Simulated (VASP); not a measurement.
# LuAuC6 (P4/mmm) in VASP: single point with PBE

Aim: the single point of LuAuC6 with PBE.

All numbers are computed with VASP 6.6.1; they aren't measurements. Logs are shortened: lines on timing, memory, paths and dates and some standing lists are left out, and cuts for length are marked.

## Step 1: The cell of the first run

It takes space group P4/mmm (No. 123, tetragonal). The conventional cell has a = 3.436 Å, b = 3.436 Å, c = 6.606 Å, α = 90.00°, β = 90.00°, γ = 90.00°. Within 3.5 Å of Lu (site symmetry 4/mmm) lie 16 C at 2.50 to 2.84 Å and 2 Au at 3.30 Å and 4 Lu at 3.44 Å. C (site symmetry 4mm) has 4 C at 1.75 Å within 2.3 Å. C (site symmetry 2mm) has 2 C at 1.75 Å and 2 Au at 2.27 Å within 2.3 Å. Au (site symmetry 4/mmm) has 16 C at 2.27 to 3.05 Å within 3.1 Å.

The cell was generated, and may not be a known phase.

## Step 2: Single point, PBE

Contents of INCAR:

```
PREC     = Accurate       # precision mode
ENCUT    = 700            # plane-wave cutoff, eV
EDIFF    = 1E-6           # SCF threshold, eV
ISMEAR   = 0              # smearing method
SIGMA    = 0.1            # smearing width, eV
LREAL    = False          # projectors in reciprocal space
LASPH    = True           # aspherical terms in the spheres
NELM     = 120            # most SCF steps
ALGO     = Normal         # electronic algorithm
ISIF     = 2              # what is computed and relaxed
LWAVE    = False          # write WAVECAR
LCHARG   = True           # write CHGCAR
GGA      = PE             # functional
LELF     = True           # ELF
LVHAR    = True         
NBANDS   = 44             # bands
GGA_COMPAT= False
```

Contents of KPOINTS:

```
regular mesh
0
Gamma
  4 4 2
```

Contents of POSCAR:

```
LuAuC6
1.0
    3.4355751568      0.0000000000      0.0000000000
    0.0000000000      3.4355751568      0.0000000000
    0.0000000000      0.0000000000      6.6057165630
Lu C Au
1 6 1
Direct
    0.0000000000      0.0000000000      0.5000000000
    0.5000000000      0.5000000000      0.2781916276
    0.5000000000      0.5000000000      0.7218083724
    0.0000000000      0.5000000000      0.2240896275
    0.0000000000      0.5000000000      0.7759103725
    0.5000000000      0.0000000000      0.2240896275
    0.5000000000      0.0000000000      0.7759103725
    0.0000000000      0.0000000000      0.0000000000
```

Potentials or basis: VASP PAW PBE potentials, release 64 (Lu, C, Au_sv_GW).

Command:

```bash
> cat potpaw_PBE.64/Lu/POTCAR potpaw_PBE.64/C/POTCAR potpaw_PBE.64/Au_sv_GW/POTCAR > POTCAR
> mpirun -np 1 vasp_std > vasp.out
```

OUTCAR:

```text
PREC = Accurate
   ENCUT = 700
   EDIFF = 1E-6
   ISMEAR = 0
   LREAL = False
   LASPH = True
   NELM = 120
   ISIF = 2
   GGA = PE

 ion  position               nearest neighbor table
   1  0.000  0.000  0.500-   4 2.50   5 2.50   6 2.50   7 2.50   4 2.50   5 2.50   6 2.50   7 2.50
                             2 2.84   3 2.84   2 2.84   3 2.84   2 2.84   3 2.84   2 2.84   3 2.84
   2  0.500  0.500  0.278-   4 1.75   6 1.75   6 1.75   4 1.75   1 2.84   1 2.84   1 2.84   1 2.84

   3  0.500  0.500  0.722-   5 1.75   7 1.75   7 1.75   5 1.75   1 2.84   1 2.84   1 2.84   1 2.84

   4  0.000  0.500  0.224-   2 1.75   2 1.75   8 2.27   8 2.27   1 2.50   1 2.50
   5  0.000  0.500  0.776-   3 1.75   3 1.75   8 2.27   8 2.27   1 2.50   1 2.50
   6  0.500  0.000  0.224-   2 1.75   2 1.75   8 2.27   8 2.27   1 2.50   1 2.50
   7  0.500  0.000  0.776-   3 1.75   3 1.75   8 2.27   8 2.27   1 2.50   1 2.50
   8  0.000  0.000  0.000-   4 2.27   5 2.27   6 2.27   7 2.27   4 2.27   5 2.27   6 2.27   7 2.27
                             1 3.30   1 3.30

  LATTYP: Found a simple tetragonal cell.
 ALAT       =     3.4355751568
 C/A-ratio  =     1.9227396466

  Lattice vectors:

 A1 = (   3.4355751568,   0.0000000000,   0.0000000000)
 A2 = (   0.0000000000,   3.4355751568,   0.0000000000)
 A3 = (   0.0000000000,   0.0000000000,   6.6057165630)

Analysis of symmetry for initial positions (statically):
=====================================================================
 Subroutine PRICEL returns:
 Original cell was already a primitive cell.

 Routine SETGRP: Setting up the symmetry group for a
 simple tetragonal supercell.

 Subroutine GETGRP returns: Found 16 space group operations
 (whereof 16 operations were pure point group operations)
 out of a pool of 16 trial point group operations.

The static configuration has the point symmetry D_4h.

Analysis of symmetry for dynamics (positions and initial velocities):
=====================================================================
 Subroutine PRICEL returns:
 Original cell was already a primitive cell.

 Routine SETGRP: Setting up the symmetry group for a
 simple tetragonal supercell.

 Subroutine GETGRP returns: Found 16 space group operations
 (whereof 16 operations were pure point group operations)
 out of a pool of 16 trial point group operations.

[... 102 lines left out ...]
   NSW    =      0    number of steps for IOM
   IBRION =     -1    ionic relax: 0-MD 1-quasi-New 2-CG
   NFREE  =      0    steps in history (QN), initial steepest desc. (CG)
   ISIF   =      2    stress and relaxation
   ISYM   =      2    0-nonsym 1-usesym 2-fastsym
   POTIM  = 0.5000    time-step for ionic-motion
   TEBEG  =    0.0;   TEEND  =   0.0 temperature during run
   PSTRESS=    0.0 pullay stress
   NELECT =      68.0000    total number of electrons
   NUPDOWN=      -1.0000    fix difference up-down
   EMIN   =  10.00;   EMAX   =-10.00  energy-range for DOS
   EFERMI =   0.00;   METHOD = LEGACY
   ISMEAR =     0;   SIGMA  =   0.10  broadening in eV -4-tet -1-fermi 0-gaus
   EFERMI_NEDOS =   21; number of points for ismear=-14 and -15
   IALGO  =     38    algorithm
   IMIX   =      4    mixing-type and parameters
     AMIX     =   0.40;   BMIX     =  1.00
     AMIX_MAG =   1.60;   BMIX_MAG =  1.00
  volume/ion in A,a.u.               =       9.75        65.77
  Fermi-wavevector in a.u.,A,eV,Ry     =   1.564125  2.955768 33.286486  2.446488
  Thomas-Fermi vector in A             =   2.666795
   LORBIT       =      0    0 simple, 1 ext, 2 COOP (PROOUT), +10 PAW based schemes
   GGA     = PE    functional components
   LHFCALC =     F    Hartree Fock is set to
   AEXX    =    0.0000 exact exchange contribution
   IVDW    =     0    specifies the selected vdW correction
   LEPSILON=     F    determine dielectric tensor
   LRPA    =     F    only Hartree local field effects (RPA)
 non-spin polarized calculation
 Gauss-broadening in eV      SIGMA  =   0.10
  energy-cutoff  :      700.00
  volume of cell :       77.97
 maximum number of plane-waves:      3317
 NGX is ok and might be reduce to    30
   NGX = 15   NGY = 15   NGZ = 29

 number of electron      68.0000015 magnetization

 Free energy of the ion-electron system (eV)
  ---------------------------------------------------
  ext. energy  EPLUGINS =         0.00000000
  ---------------------------------------------------
  free energy    TOTEN  =       -45.43019215 eV

  energy without entropy =      -45.41549458  energy(sigma->0) =      -45.42284336

 E-fermi :   7.3865     XC(G=0): -12.7652

 val. band max:        7.3287108838   @ k =   0.2500   0.0000   0.5000
 cond. band min:       7.4054461316   @ k =   0.0000   0.0000   0.5000
 fundamental gap:      0.0767352478
 Fermi energy:         7.3865018397

 k-point     1 :       0.0000    0.0000    0.0000
  band No.  band energies     occupation
      1    -100.1416      2.00000
      2     -51.5174      2.00000
      3     -51.3303      2.00000
      4     -51.3303      2.00000
      5     -48.7766      2.00000
      6     -19.6863      2.00000
[... 553 lines left out ...]
     43      13.3176      0.00000
     44      13.3648      0.00000

------------------------ aborting loop because EDIFF is reached ----------------------------------------

  FORCE on cell =-STRESS in cart. coord.  units (eV):
  Direction    XX          YY          ZZ          XY          YZ          ZX
  --------------------------------------------------------------------------------------
  -------------------------------------------------------------------------------------
  Total        0.0378893      0.0378893      0.1760406      0.0000000      0.0000000     -0.0000000
  in kB        0.7785882      0.7785882      3.6174661      0.0000000      0.0000000     -0.0000000
  external PRESSURE =       1.7248808 kB  Pullay stress =       0.0000000 kB

 VOLUME and BASIS-vectors are now :
 -----------------------------------------------------------------------------
  energy-cutoff  :      700.00
  volume of cell :       77.97
      direct lattice vectors                 reciprocal lattice vectors
     3.435575157  0.000000000  0.000000000     0.291072078  0.000000000  0.000000000
     0.000000000  3.435575157  0.000000000     0.000000000  0.291072078  0.000000000
     0.000000000  0.000000000  6.605716563     0.000000000  0.000000000  0.151384031

 POSITION                                       TOTAL-FORCE (eV/Angst)
 -----------------------------------------------------------------------------------
      0.00000      0.00000      3.30286        -0.000000      0.000000      0.000000
      1.71779      1.71779      1.83766        -0.000000     -0.000000     -0.004337
      1.71779      1.71779      4.76806        -0.000000      0.000000      0.004337
      0.00000      1.71779      1.48027         0.000000     -0.000000     -0.010669
      0.00000      1.71779      5.12544        -0.000000     -0.000000      0.010669
      1.71779      0.00000      1.48027         0.000000      0.000000     -0.010669
      1.71779      0.00000      5.12544        -0.000000      0.000000      0.010669
      0.00000      0.00000      0.00000        -0.000000      0.000000      0.000000
 -----------------------------------------------------------------------------------
    total drift:                               -0.000000     -0.000000      0.000000

  FREE ENERGIE OF THE ION-ELECTRON SYSTEM (eV)
  ---------------------------------------------------
  free  energy   TOTEN  =       -45.4301921516 eV

  energy  without entropy=      -45.4154945760  energy(sigma->0) =      -45.42284336
```

OSZICAR:

```text
N       E                     dE             d eps       ncg     rms          rms(c)
DAV:   1     0.960789927767E+03    0.96079E+03   -0.34522E+04  1660   0.507E+03
DAV:   2     0.117075134347E+03   -0.84371E+03   -0.78598E+03  1488   0.116E+03
DAV:   3    -0.450092702030E+02   -0.16208E+03   -0.15326E+03  1712   0.321E+02
DAV:   4    -0.600357622923E+02   -0.15026E+02   -0.14503E+02  1832   0.819E+01
DAV:   5    -0.612611999020E+02   -0.12254E+01   -0.11925E+01  1824   0.184E+01    0.341E+01
DAV:   6    -0.633988384509E+02   -0.21376E+01   -0.40115E+02  1832   0.190E+02    0.172E+02
DAV:   7    -0.609873456087E+02    0.24115E+01   -0.27230E+01  1840   0.398E+01    0.115E+02
DAV:   8    -0.457493956158E+02    0.15238E+02   -0.28788E+01  1808   0.985E+01    0.142E+01
DAV:   9    -0.455080915485E+02    0.24130E+00   -0.77584E+00  1920   0.246E+01    0.427E+00
DAV:  10    -0.454270716215E+02    0.81020E-01   -0.51605E-01  2000   0.117E+01    0.152E+00
DAV:  11    -0.454291892061E+02   -0.21176E-02   -0.13258E-01  1880   0.234E+00    0.602E-01
DAV:  12    -0.454299053013E+02   -0.71610E-03   -0.10820E-02  1864   0.907E-01    0.404E-01
DAV:  13    -0.454301545157E+02   -0.24921E-03   -0.16112E-03  1840   0.319E-01    0.307E-01
DAV:  14    -0.454302016972E+02   -0.47182E-04   -0.16808E-04  1716   0.134E-01    0.165E-01
DAV:  15    -0.454301925573E+02    0.91400E-05   -0.29359E-05  1560   0.330E-02    0.130E-01
DAV:  16    -0.454301921516E+02    0.40566E-06   -0.59463E-06  1336   0.410E-02
   1 F= -.45430192E+02 E0= -.45422843E+02  d E =-.146976E-01
```

stdout:

```text
POSCAR found type information on POSCAR LuC Au
 POSCAR found :  3 types and       8 ions
 scaLAPACK will be used
 LDA part: xc-table for (Slater+PW92), standard interpolation
 POSCAR, INCAR and KPOINTS ok, starting setup
 FFT: planning ... GRIDC
 FFT: planning ... GRID_SOFT
 FFT: planning ... GRID
 WAVECAR not read
 entering main loop
```

Wall time 43 s (1 thread of AMD EPYC 9R45 (Zen 5), shared host); peak memory 0.24 GiB.

What came out:

| Quantity | Value |
| --- | --- |
| Free energy | -45.4302 eV |
| Pressure | 0.2 GPa |
| Largest force | 0.011 eV/Å |
| Band gap on the k mesh | zero (bands 34 and 35 overlap by 1.39 eV) |

Forces in eV/Å, atoms in the order of the input:
```
Lu   0.000  0.000  0.000
C    0.000  0.000 -0.004
C    0.000  0.000  0.004
C    0.000  0.000 -0.011
C    0.000  0.000  0.011
C    0.000  0.000 -0.011
C    0.000  0.000  0.011
Au   0.000  0.000  0.000
```

Caveat: the k points lie up to 0.48 Å⁻¹ apart, too coarse for converged energies and pressures of a metal; spin-orbit coupling is left out, which moves the levels of the heavy elements.

The gap in the log of VASP goes by the Fermi energy; the results here count the filled bands.